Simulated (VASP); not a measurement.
# CsHf4P3 (P4/mmm) in VASP: single point with PBE

Aim: the single point of CsHf4P3 with PBE.

All numbers are computed with VASP 6.6.1; they aren't measurements. Logs are shortened: lines on timing, memory, paths and dates and some standing lists are left out, and cuts for length are marked.

**1. The cell of the first run**

Symmetry: P4/mmm, No. 123, tetragonal system. The conventional cell has a = 4.393 Å, b = 4.393 Å, c = 10.699 Å, α = 90.00°, β = 90.00°, γ = 90.00°. Within 5.4 Å of Cs (site symmetry 4/mmm) lie 10 P at 3.95 to 5.35 Å and 4 Cs at 4.39 Å and 8 Hf at 4.40 Å. Within 3.4 Å of P (site symmetry 4mm) lie 4 Hf at 2.60 Å. P (site symmetry 4/mmm) has 8 Hf at 2.68 Å within 3.5 Å. Within 3.4 Å of Hf (site symmetry 2mm) lie 4 P at 2.60 to 2.68 Å and 5 Hf at 3.07 to 3.11 Å.

**2. Single point, PBE**

Contents of INCAR:

```
ALGO = Normal
EDIFF = 1E-7
ENCUT = 520
GGA = PE
ISIF = 2
ISMEAR = -1
LASPH = T
LCHARG = F
LREAL = F
LWAVE = F
NBANDS = 42
NELM = 100
PREC = Accurate
SIGMA = 0.1
```

Contents of KPOINTS:

```
k-points
0
Gamma
  8 8 3
```

Contents of POSCAR:

```
CsHf4P3
1.0
    4.3932734600      0.0000000000      0.0000000000
    0.0000000000      4.3932734600      0.0000000000
    0.0000000000      0.0000000000     10.6985623719
Cs P Hf
1 3 4
Direct
    0.0000000000      0.0000000000      0.5000000000
    0.5000000000      0.5000000000      0.2724552342
    0.5000000000      0.5000000000      0.7275447658
    0.0000000000      0.0000000000      0.0000000000
    0.0000000000      0.5000000000      0.1432552468
    0.5000000000      0.0000000000      0.1432552468
    0.0000000000      0.5000000000      0.8567447532
    0.5000000000      0.0000000000      0.8567447532
```

Potentials or basis: VASP PAW PBE potentials, release 64 (Cs_sv, P, Hf_pv).

Command:

```
$ cat potpaw_PBE.64/Cs_sv/POTCAR potpaw_PBE.64/P/POTCAR potpaw_PBE.64/Hf_pv/POTCAR > POTCAR
$ mpirun -np 1 vasp_std > vasp.out
```

OUTCAR:

```text
EDIFF = 1E-7
   ENCUT = 520
   GGA = PE
   ISIF = 2
   ISMEAR = -1
   LASPH = T
   LREAL = F
   NELM = 100
   PREC = Accurate

 ion  position               nearest neighbor table
   1  0.000  0.000  0.500-
   2  0.500  0.500  0.272-   5 2.60   6 2.60   6 2.60   5 2.60
   3  0.500  0.500  0.728-   7 2.60   8 2.60   8 2.60   7 2.60
   4  0.000  0.000  0.000-   5 2.68   6 2.68   7 2.68   8 2.68   5 2.68   7 2.68   6 2.68   8 2.68

   5  0.000  0.500  0.143-   2 2.60   2 2.60   4 2.68   4 2.68   7 3.07   6 3.11   6 3.11   6 3.11
                             6 3.11
   6  0.500  0.000  0.143-   2 2.60   2 2.60   4 2.68   4 2.68   8 3.07   5 3.11   5 3.11   5 3.11
                             5 3.11
   7  0.000  0.500  0.857-   3 2.60   3 2.60   4 2.68   4 2.68   5 3.07   8 3.11   8 3.11   8 3.11
                             8 3.11
   8  0.500  0.000  0.857-   3 2.60   3 2.60   4 2.68   4 2.68   6 3.07   7 3.11   7 3.11   7 3.11
                             7 3.11

  LATTYP: Found a simple tetragonal cell.
 ALAT       =     4.3932734600
 C/A-ratio  =     2.4352143042

  Lattice vectors:

 A1 = (   4.3932734600,   0.0000000000,   0.0000000000)
 A2 = (   0.0000000000,   4.3932734600,   0.0000000000)
 A3 = (   0.0000000000,   0.0000000000,  10.6985623719)

Analysis of symmetry for initial positions (statically):
=====================================================================
 Subroutine PRICEL returns:
 Original cell was already a primitive cell.

 Routine SETGRP: Setting up the symmetry group for a
 simple tetragonal supercell.

 Subroutine GETGRP returns: Found 16 space group operations
 (whereof 16 operations were pure point group operations)
 out of a pool of 16 trial point group operations.

The static configuration has the point symmetry D_4h.

Analysis of symmetry for dynamics (positions and initial velocities):
=====================================================================
 Subroutine PRICEL returns:
 Original cell was already a primitive cell.

 Routine SETGRP: Setting up the symmetry group for a
 simple tetragonal supercell.

 Subroutine GETGRP returns: Found 16 space group operations
 (whereof 16 operations were pure point group operations)
 out of a pool of 16 trial point group operations.

The dynamic configuration has the point symmetry D_4h.

 Subroutine INISYM returns: Found 16 space group operations
 (whereof 16 operations are pure point group operations),
 and found     1 'primitive' translations

----------------------------------------------------------------------------------------

                                     Primitive cell

  volume of cell :     206.4914

  direct lattice vectors                    reciprocal lattice vectors
     4.393273460  0.000000000  0.000000000     0.227620704  0.000000000  0.000000000
     0.000000000  4.393273460  0.000000000     0.000000000  0.227620704  0.000000000
     0.000000000  0.000000000 10.698562372     0.000000000  0.000000000  0.093470502

  length of vectors
     4.393273460  4.393273460 10.698562372     0.227620704  0.227620704  0.093470502

  position of ions in fractional coordinates (direct lattice)
     0.000000000  0.000000000  0.500000000
     0.500000000  0.500000000  0.272455234
     0.500000000  0.500000000  0.727544766
     0.000000000  0.000000000  0.000000000
     0.000000000  0.500000000  0.143255247
     0.500000000  0.000000000  0.143255247
     0.000000000  0.500000000  0.856744753
     0.500000000  0.000000000  0.856744753

  ion indices of the primitive-cell ions
   primitive index   ion index
                 1           1
                 2           2
                 3           3
                 4           4
                 5           5
                 6           6
                 7           7
                 8           8

----------------------------------------------------------------------------------------

 KPOINTS: k-points

Automatic generation of k-mesh.
 Grid dimensions read from file:
 generate k-points for:    8    8    3

 Generating k-lattice:

  Cartesian coordinates                     Fractional coordinates (reciprocal lattice)
     0.028452588  0.000000000  0.000000000     0.125000000  0.000000000  0.000000000
     0.000000000  0.028452588  0.000000000     0.000000000  0.125000000  0.000000000
     0.000000000  0.000000000  0.031156834     0.000000000  0.000000000  0.333333333

  Length of vectors
     0.028452588  0.028452588  0.031156834

  Shift w.r.t. Gamma in fractional coordinates (k-lattice)
     0.000000000  0.000000000  0.000000000

 Subroutine IBZKPT returns following result:
 ===========================================

 Found     30 irreducible k-points:

 Following reciprocal coordinates:
            Coordinates               Weight
  0.000000  0.000000  0.000000      1.000000
  0.125000  0.000000  0.000000      4.000000
  0.250000  0.000000  0.000000      4.000000
  0.375000  0.000000  0.000000      4.000000
  0.500000  0.000000  0.000000      2.000000
  0.125000  0.125000  0.000000      4.000000
[... 16 lines left out ...]
  0.375000  0.125000  0.333333     16.000000
  0.500000  0.125000  0.333333      8.000000
 [... further k-points ...]
   k-points           NKPTS =     30   k-points in BZ     NKDIM =     30   number of bands    NBANDS=     42
   number of dos      NEDOS =    301   number of ions     NIONS =      8
   total plane-waves  NPLWV = 103680
   dimension x,y,z NGX =    36 NGY =   36 NGZ =   80
   dimension x,y,z NGXF=    72 NGYF=   72 NGZF=  160
   ions per type =               1   3   4
   NGX,Y,Z   is equivalent  to a cutoff of  13.62, 13.62, 12.43 a.u.
   NGXF,Y,Z  is equivalent  to a cutoff of  27.25, 27.25, 24.86 a.u.
 SYSTEM =  unknown system
   PREC   = accura    normal or accurate (medium, high low for compatibility)
   ISTART =      0    job   : 0-new  1-cont  2-samecut
   ICHARG =      2    charge: 1-file 2-atom 10-const
   ISPIN  =      1    spin polarized calculation?
   LNONCOLLINEAR =      F non collinear calculations
   LSORBIT =      F    spin-orbit coupling
   LASPH  =      T    aspherical Exc in radial PAW
   ENCUT  =  520.0 eV  38.22 Ry    6.18 a.u.   8.17  8.17 19.89*2*pi/ulx,y,z
   NELM   =    100;   NELMIN=  2; NELMDL= -5     # of ELM steps
   EDIFF  = 0.1E-06   stopping-criterion for ELM
   LREAL  =      F    real-space projection
   EDIFFG = 0.1E-05   stopping-criterion for IOM
   NSW    =      0    number of steps for IOM
   IBRION =     -1    ionic relax: 0-MD 1-quasi-New 2-CG
   NFREE  =      0    steps in history (QN), initial steepest desc. (CG)
   ISIF   =      2    stress and relaxation
   ISYM   =      2    0-nonsym 1-usesym 2-fastsym
   POTIM  = 0.5000    time-step for ionic-motion
   TEBEG  =    0.0;   TEEND  =   0.0 temperature during run
   PSTRESS=    0.0 pullay stress
   NELECT =      64.0000    total number of electrons
   NUPDOWN=      -1.0000    fix difference up-down
   EMIN   =  10.00;   EMAX   =-10.00  energy-range for DOS
   EFERMI =   0.00;   METHOD = LEGACY
   ISMEAR =    -1;   SIGMA  =   0.10  broadening in eV -4-tet -1-fermi 0-gaus
   EFERMI_NEDOS =   21; number of points for ismear=-14 and -15
   IALGO  =     38    algorithm
   IMIX   =      4    mixing-type and parameters
     AMIX     =   0.40;   BMIX     =  1.00
     AMIX_MAG =   1.60;   BMIX_MAG =  1.00
  volume/ion in A,a.u.               =      25.81       174.18
  Fermi-wavevector in a.u.,A,eV,Ry     =   1.107901  2.093629 16.700390  1.227444
  Thomas-Fermi vector in A             =   2.244421
   LORBIT       =      0    0 simple, 1 ext, 2 COOP (PROOUT), +10 PAW based schemes
   GGA     = PE    functional components
   LHFCALC =     F    Hartree Fock is set to
   AEXX    =    0.0000 exact exchange contribution
   IVDW    =     0    specifies the selected vdW correction
   LEPSILON=     F    determine dielectric tensor
   LRPA    =     F    only Hartree local field effects (RPA)
 non-spin polarized calculation
  energy-cutoff  :      520.00
  volume of cell :      206.49
 maximum number of plane-waves:      5590
 NGX is ok and might be reduce to    36
   NGX = 17   NGY = 17   NGZ = 39

 number of electron      64.0000011 magnetization

 Free energy of the ion-electron system (eV)
  ---------------------------------------------------
  ext. energy  EPLUGINS =         0.00000000
  ---------------------------------------------------
  free energy    TOTEN  =       -61.88934966 eV

  energy without entropy =      -61.67332178  energy(sigma->0) =      -61.78133572

 E-fermi :   4.3593     XC(G=0):  -9.6186

 val. band max:        4.3395661323   @ k =   0.5000   0.0000   0.0000
 cond. band min:       4.3597929168   @ k =   0.3750   0.1250   0.3333
 fundamental gap:      0.0202267845
 Fermi energy:         4.3593016624

 k-point     1 :       0.0000    0.0000    0.0000
  band No.  band energies     occupation
      1     -26.6183      2.00000
      2     -26.5580      2.00000
      3     -26.5580      2.00000
      4     -26.5157      2.00000
      5     -26.5157      2.00000
      6     -26.4707      2.00000
[... 34 lines left out ...]
     41       7.0499      0.00000
     42       8.2423      0.00000

 k-point     2 :       0.1250    0.0000    0.0000
  band No.  band energies     occupation
      1     -26.6127      2.00000
      2     -26.5434      2.00000
      3     -26.5407      2.00000
      4     -26.5015      2.00000
      5     -26.4988      2.00000
      6     -26.4759      2.00000
[... 34 lines left out ...]
     41       7.0997      0.00000
     42       8.0811      0.00000

 k-point     3 :       0.2500    0.0000    0.0000
  band No.  band energies     occupation
      1     -26.5964      2.00000
      2     -26.5024      2.00000
      3     -26.4910      2.00000
      4     -26.4895      2.00000
      5     -26.4597      2.00000
      6     -26.4504      2.00000
[... 897 lines left out ...]
      4     -26.4823      2.00000
      5     -26.3619      2.00000
      6     -26.3235      2.00000
[... 34 lines left out ...]
     41       6.8119      0.00000
     42       7.0863      0.00000

 k-point    24 :       0.5000    0.1250    0.3333
  band No.  band energies     occupation
      1     -26.5442      2.00000
      2     -26.5411      2.00000
      3     -26.4601      2.00000
      4     -26.4481      2.00000
      5     -26.4145      2.00000
      6     -26.4116      2.00000
[... 34 lines left out ...]
     41       6.4490      0.00000
     42       7.0465      0.00000

 [... further k-points ...]
[... 5 lines left out ...]
  --------------------------------------------------------------------------------------
  -------------------------------------------------------------------------------------
  Total       -0.2632541     -0.2632541     -0.2097131      0.0000000      0.0000000     -0.0000000
  in kB       -2.0426024     -2.0426024     -1.6271751      0.0000000      0.0000000     -0.0000000
  external PRESSURE =      -1.9041266 kB  Pullay stress =       0.0000000 kB

 VOLUME and BASIS-vectors are now :
 -----------------------------------------------------------------------------
  energy-cutoff  :      520.00
  volume of cell :      206.49
      direct lattice vectors                 reciprocal lattice vectors
     4.393273460  0.000000000  0.000000000     0.227620704  0.000000000  0.000000000
     0.000000000  4.393273460  0.000000000     0.000000000  0.227620704  0.000000000
     0.000000000  0.000000000 10.698562372     0.000000000  0.000000000  0.093470502

 POSITION                                       TOTAL-FORCE (eV/Angst)
 -----------------------------------------------------------------------------------
      0.00000      0.00000      5.34928        -0.000000     -0.000000     -0.000000
      2.19664      2.19664      2.91488        -0.000000      0.000000     -0.018111
      2.19664      2.19664      7.78368         0.000000     -0.000000      0.018111
      0.00000      0.00000      0.00000        -0.000000     -0.000000     -0.000000
      0.00000      2.19664      1.53263         0.000000     -0.000000     -0.015360
      2.19664      0.00000      1.53263        -0.000000     -0.000000     -0.015360
      0.00000      2.19664      9.16594         0.000000      0.000000      0.015360
      2.19664      0.00000      9.16594        -0.000000     -0.000000      0.015360
 -----------------------------------------------------------------------------------
    total drift:                                0.000000     -0.000000      0.000000

  FREE ENERGIE OF THE ION-ELECTRON SYSTEM (eV)
  ---------------------------------------------------
  free  energy   TOTEN  =       -61.8893496570 eV

  energy  without entropy=      -61.6733217838  energy(sigma->0) =      -61.78133572
```

It took 8.6 min on 1 thread of Oxide Virtual Turin-like, shared host; peak memory 0.43 GiB.

Results:

```yaml
Free_energy: -61.8893 eV
Pressure: -0.2 GPa
Largest_force: 0.018 eV/Å
Band_gap_on_the_k_mesh: zero (bands 32 and 33 overlap by 0.93 eV)
```

Forces in eV/Å, atoms in the order of the input:
```
Cs   0.000  0.000  0.000
P    0.000  0.000 -0.018
P    0.000  0.000  0.018
P    0.000  0.000  0.000
Hf   0.000  0.000 -0.015
Hf   0.000  0.000 -0.015
Hf   0.000  0.000  0.015
Hf   0.000  0.000  0.015
```

Caveat: spin-orbit coupling is left out, which moves the levels of the heavy elements.
